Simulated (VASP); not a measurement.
Input of a VASP 6.6.1 run:

The input INCAR:

```
PREC = Accurate ; ENCUT = 520
EDIFF = 1E-6 ; ISMEAR = 0
SIGMA = 0.05 ; LREAL = Auto
LASPH = T ; NELM = 80
ALGO = Normal ; ISIF = 2
LWAVE = F ; LCHARG = F
GGA = PS ; NBANDS = 49
NELECT = 64.0
```

Contents of KPOINTS:

```
Automatic mesh
0
Gamma
  6 6 4
```

File POSCAR:

```
Mg3H3O4
1.0
    4.5975141488     -2.6543760314      0.0000000000
    0.0000000000      5.3087520628      0.0000000000
    0.0000000000      0.0000000000      7.2844478007
Mg H O
6 6 8
Direct
    0.2989393529      0.3333333333      0.8167793079
    0.0343939804      0.7010606471      0.8167793079
    0.6666666667      0.9656060196      0.8167793079
    0.0343939804      0.3333333333      0.1832206921
    0.6666666667      0.7010606471      0.1832206921
    0.2989393529      0.9656060196      0.1832206921
   -0.0345130044      0.3333333333      0.5644293369
    0.6666666667      0.6321536623      0.5644293369
    0.3678463377      1.0345130044      0.5644293369
    0.3678463377      0.3333333333      0.4355706631
   -0.0345130044      0.6321536623      0.4355706631
    0.6666666667      1.0345130044      0.4355706631
    0.6666666667      0.6411648188      0.6976921330
    0.3588351812      1.0255018479      0.6976921330
    0.3588351812      0.3333333333      0.3023078670
   -0.0255018479      0.6411648188      0.3023078670
    0.6666666667      1.0255018479      0.3023078670
    0.9744981521      0.3333333333     -0.3023078670
    0.3333333333      0.6666666667      0.0000000000
    0.0000000000      0.0000000000      0.0000000000
```

Potentials or basis: VASP PAW PBE potentials, release 64 (Mg, H, O).

Run with:

```console
$ cat potpaw_PBE.64/Mg/POTCAR potpaw_PBE.64/H/POTCAR potpaw_PBE.64/O/POTCAR > POTCAR
$ mpirun -np 1 vasp_std > vasp.out
```

Q: Predict the largest force.

A: 0.140 eV/Å.

Forces on the atoms (eV/Å):
```
Mg  -0.001  0.001 -0.007
Mg   0.001  0.001 -0.007
Mg   0.000 -0.002 -0.007
Mg   0.001 -0.001  0.007
Mg   0.000  0.002  0.007
Mg  -0.001 -0.001  0.007
H   -0.027  0.015 -0.129
H    0.000 -0.031 -0.129
H    0.027  0.015 -0.129
H    0.027 -0.015  0.129
H   -0.027 -0.015  0.129
H    0.000  0.031  0.129
O    0.000  0.020  0.139
O   -0.017 -0.010  0.139
O   -0.017  0.010 -0.139
O    0.017  0.010 -0.139
O    0.000 -0.020 -0.139
O    0.017 -0.010  0.139
O    0.000  0.000  0.000
O    0.000  0.000  0.000
```

Caveat: the cell carries a net charge on a neutralising background, which shifts energy and pressure; the cell differs from its parent crystal (atoms taken out, then relaxed in part); the PAW data sets were made with another functional, which shifts forces and pressure a little.
